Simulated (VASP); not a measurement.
Here is a VASP 6.6.1 calculation.

File INCAR:

```
SYSTEM = BN
PREC = Accurate
ENCUT = 520
EDIFF = 1E-6
ISMEAR = -1
SIGMA = 0.05
LREAL = .FALSE.
LASPH = .TRUE.
NELM = 80
ALGO = Normal
ISIF = 2
LWAVE = .FALSE.
LCHARG = .FALSE.
GGA = PE
NBANDS = 11
```

Contents of KPOINTS:

```
Automatic mesh
0
G
  16 16 16
  0 0 0
```

POSCAR

```
BN
1.0
    0.0000000000      1.6662425516      1.6662425516
    1.6662425516      0.0000000000      1.6662425516
    1.6662425516      1.6662425516      0.0000000000
B N
1 1
Direct
    0.0000000000      0.0000000000      0.0000000000
    0.5000000000      0.5000000000      0.5000000000
```

Potentials or basis: VASP PAW PBE potentials, release 64 (B, N).

Command:

```bash
$ cat potpaw_PBE.64/B/POTCAR potpaw_PBE.64/N/POTCAR > POTCAR
$ mpirun -np 1 vasp_std > vasp.out
```

**Question.** Estimate the band gap on the k mesh.

**Answer.** 2.37 eV, indirect (least direct gap 6.36 eV).

**Question.** What does it give for the pressure?

**Answer.** 76.4 GPa.

A k mesh can miss the band edges. Expect the measured gap to be larger: semilocal functionals such as PBE lack the derivative discontinuity.
